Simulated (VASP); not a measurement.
# AlCo (Pm-3m) in VASP: further runs, part 2 of 4

VASP 6.6.1.

### Step 3. Relaxation of cell and atoms, PBEsol, collinear spin, ferromagnetic start, target pressure 2 GPa, at which the enthalpy is minimised

INCAR

```
SYSTEM = AlCo
  PREC = Accurate
  ENCUT = 600
  EDIFF = 1E-6
  ISMEAR = -1
  SIGMA = 0.05
  LREAL = .False.
  LASPH = .True.
  NELM = 150
  ALGO = Normal
  ISIF = 3
  LWAVE = .False.
  LCHARG = .False.
  ISPIN = 2
  MAGMOM = 2 0
  LORBIT = 11
  LMAXMIX = 4
  GGA = PS
  IBRION = 2
  NSW = 60
  EDIFFG = -0.01
  PSTRESS = 20.0
```

KPOINTS

```
regular mesh
0
Gamma
  9 9 9
  0 0 0
```

POSCAR

```
AlCo
1.0
    2.8194032100      0.0000000000      0.0000000000
    0.0000000000      2.8194032100      0.0000000000
    0.0000000000      0.0000000000      2.8194032100
Co Al
1 1
Direct
    0.5000000000      0.5000000000      0.5000000000
    0.0000000000      0.0000000000      0.0000000000
```

Potentials or basis: VASP PAW PBE potentials, release 64 (Co, Al).

Run with:

```console
$ cat potpaw_PBE.64/Co/POTCAR potpaw_PBE.64/Al/POTCAR > POTCAR
$ mpirun -np 1 vasp_std > vasp.out
```

OUTCAR:

```text
SYSTEM = AlCo
   PREC = Accurate
   ENCUT = 600
   EDIFF = 1E-6
   ISMEAR = -1
   LREAL = .False.
   LASPH = .True.
   NELM = 150
   ISIF = 3
   ISPIN = 2
   LORBIT = 11
   GGA = PS
   IBRION = 2
   NSW = 60
   EDIFFG = -0.01
   PSTRESS = 20.0

 ion  position               nearest neighbor table
   1  0.500  0.500  0.500-   2 2.44   2 2.44   2 2.44   2 2.44   2 2.44   2 2.44   2 2.44   2 2.44

   2  0.000  0.000  0.000-   1 2.44   1 2.44   1 2.44   1 2.44   1 2.44   1 2.44   1 2.44   1 2.44

  LATTYP: Found a simple cubic cell.
 ALAT       =     2.8194032100

  Lattice vectors:

 A1 = (   2.8194032100,   0.0000000000,   0.0000000000)
 A2 = (   0.0000000000,   2.8194032100,   0.0000000000)
 A3 = (   0.0000000000,   0.0000000000,   2.8194032100)

Analysis of symmetry for initial positions (statically):
=====================================================================
 Subroutine PRICEL returns:
 Original cell was already a primitive cell.

 Routine SETGRP: Setting up the symmetry group for a
 simple cubic supercell.

 Subroutine GETGRP returns: Found 48 space group operations
 (whereof 48 operations were pure point group operations)
 out of a pool of 48 trial point group operations.

The static configuration has the point symmetry O_h .

Analysis of symmetry for dynamics (positions and initial velocities):
=====================================================================
 Subroutine PRICEL returns:
 Original cell was already a primitive cell.

 Routine SETGRP: Setting up the symmetry group for a
 simple cubic supercell.

 Subroutine GETGRP returns: Found 48 space group operations
 (whereof 48 operations were pure point group operations)
 out of a pool of 48 trial point group operations.

The dynamic configuration has the point symmetry O_h .

Analysis of structural, dynamic, and magnetic symmetry:
=====================================================================
 Subroutine PRICEL returns:
 Original cell was already a primitive cell.

 Routine SETGRP: Setting up the symmetry group for a
[... 152 lines left out ...]
  ---------------------------------------------------
  ext. energy  EPLUGINS =         0.00000000
  ---------------------------------------------------
  free energy    TOTEN  =       -13.08761809 eV

  energy without entropy =      -13.08329825  energy(sigma->0) =      -13.08545817

------------------------ aborting loop because EDIFF is reached ----------------------------------------

  FORCE on cell =-STRESS in cart. coord.  units (eV):
  Direction    XX          YY          ZZ          XY          YZ          ZX
  --------------------------------------------------------------------------------------
  -------------------------------------------------------------------------------------
  Total        0.1044791      0.1044791      0.1044791      0.0000000     -0.0000000      0.0000000
  in kB        7.4691002      7.4691002      7.4691002      0.0000000     -0.0000000      0.0000000
  external PRESSURE =     -12.5308998 kB  Pullay stress =      20.0000000 kB
[... 67 lines left out ...]
 number of electron      11.9999997 magnetization      -0.0000032

 number of electron      11.9999997 magnetization       0.0000109

 Free energy of the ion-electron system (eV)
  ---------------------------------------------------
  ext. energy  EPLUGINS =         0.00000000
  ---------------------------------------------------
  free energy    TOTEN  =       -13.08638677 eV

  energy without entropy =      -13.08215241  energy(sigma->0) =      -13.08426959

 E-fermi :  10.9625     XC(G=0): -12.5764

 val. band max:       10.9111420013   @ k =   0.4444   0.4444   0.1111
 cond. band min:      11.0833988272   @ k =   0.4444   0.3333   0.0000
 fundamental gap:      0.1722568260
 Fermi energy:        10.9625348736

 spin component 1

 k-point     1 :       0.0000    0.0000    0.0000
  band No.  band energies     occupation
      1      -0.3584      1.00000
      2       7.8162      1.00000
      3       7.8162      1.00000
      4      10.1158      1.00000
      5      10.1158      1.00000
      6      10.1158      1.00000
      7      17.1376      0.00000
      8      17.1376      0.00000
      9      17.1376      0.00000
     10      19.8920      0.00000
     11      19.8920      0.00000
[... 310 lines left out ...]
  band No.  band energies     occupation
      1       4.9051      1.00000
      2       6.5866      1.00000
      3       8.1553      1.00000
      4       8.7901      1.00000
      5       9.5788      1.00000
      6       9.7132      1.00000
      7      11.2047      0.00781
      8      14.8183      0.00000
      9      16.2839      0.00000
     10      20.9392      0.00000
     11      23.0061      0.00000

 [... further k-points ...]

 spin component 2

 k-point     1 :       0.0000    0.0000    0.0000
  band No.  band energies     occupation
      1      -0.3584      1.00000
      2       7.8162      1.00000
      3       7.8162      1.00000
      4      10.1157      1.00000
      5      10.1157      1.00000
      6      10.1157      1.00000
      7      17.1376      0.00000
      8      17.1376      0.00000
      9      17.1376      0.00000
     10      19.8920      0.00000
     11      19.8920      0.00000
[... 355 lines left out ...]
  energy  without entropy=      -13.0821524113  energy(sigma->0) =      -13.08426959

  enthalpy is  TOTEN    =       -12.8084672546 eV   P V=        0.2779195158

 reached required accuracy - stopping structural energy minimisation

 total charge

# of ion       s       p       d       tot
------------------------------------------
    1        0.451   0.541   7.542   8.533
    2        0.398   0.446   0.000   0.844
--------------------------------------------------
tot          0.849   0.986   7.542   9.377

 magnetization (x)

# of ion       s       p       d       tot
------------------------------------------
    1       -0.000  -0.000  -0.000  -0.000
    2        0.000   0.000   0.000   0.000
--------------------------------------------------
tot          0.000   0.000  -0.000  -0.000
```

OSZICAR:

```text
N       E                     dE             d eps       ncg     rms          rms(c)
DAV:   1     0.404156444992E+02    0.40416E+02   -0.58798E+03  1548   0.131E+03
DAV:   2    -0.128734006830E+02   -0.53289E+02   -0.49949E+02  1546   0.201E+02
DAV:   3    -0.145228193616E+02   -0.16494E+01   -0.16217E+01  1824   0.435E+01
[... 21 lines left out ...]
DAV:   1    -0.130933080926E+02   -0.91347E-02   -0.94716E-02  1696   0.517E+00    0.733E-01
DAV:   2    -0.131017431578E+02   -0.84351E-02   -0.25072E-01  1794   0.713E+00    0.950E-01
DAV:   3    -0.130865842530E+02    0.15159E-01   -0.10227E-01  1772   0.466E+00    0.115E-01
DAV:   4    -0.130863894981E+02    0.19475E-03   -0.57169E-04  1618   0.236E-01    0.206E-02
DAV:   5    -0.130863861281E+02    0.33701E-05   -0.30547E-05  2343   0.635E-02    0.644E-03
DAV:   6    -0.130863867704E+02   -0.64233E-06   -0.57997E-07   899   0.102E-02
   3 F= -.12808467E+02 E0= -.12806350E+02  d E =-.612622E-03  mag=    -0.0000
```

It took 15 s on 1 thread of Intel Xeon 6975P-C (Granite Rapids), shared host; peak memory 0.16 GiB.

What came out:

```
Free energy                                            : -13.0864 eV
Relaxed volume                                         : 11.13 Å³/atom
Relaxed cell                                           : a = 2.813 Å, b = 2.813 Å, c = 2.813 Å, α = 90.00°, β = 90.00°, γ = 90.00°
Space group after relaxing (to 0.05 Å)                 : Pm-3m (No. 221)
Energy change on relaxing (the enthalpy is what falls) : +0.6 meV/atom
Ionic steps                                            : 3
Pressure after relaxing                                : 2.0 GPa
Band gap on the k mesh                                 : zero (filled and empty bands overlap)
Net moment                                             : 0.00 μB per cell
Valence electrons inside the program's atomic spheres  : Co 8.53; Al 0.84
```

The path:
```
step  energy change (eV)  largest force (eV/Å)  pressure (GPa)  volume (Å³)
   1              0.0000                0.0000            0.75        22.41
   2              0.0034                0.0000            3.17        22.13
   3              0.0012                0.0000            2.05        22.26
```

Final structure:
```
Co Al
1.0
     2.81320    0.00000    0.00000
     0.00000    2.81320    0.00000
     0.00000    0.00000    2.81320
Co Al
1 1
Cartesian
  1.4066 1.4066 1.4066
  0.0000 0.0000 0.0000
```

Caveat: the starting moments collapsed, and a magnetic state may lie lower; the cell is relaxed towards a set pressure, so the enthalpy falls and the energy may rise; the PAW data sets were made with another functional, which shifts forces and pressure a little.

[end of part 2 of 4]
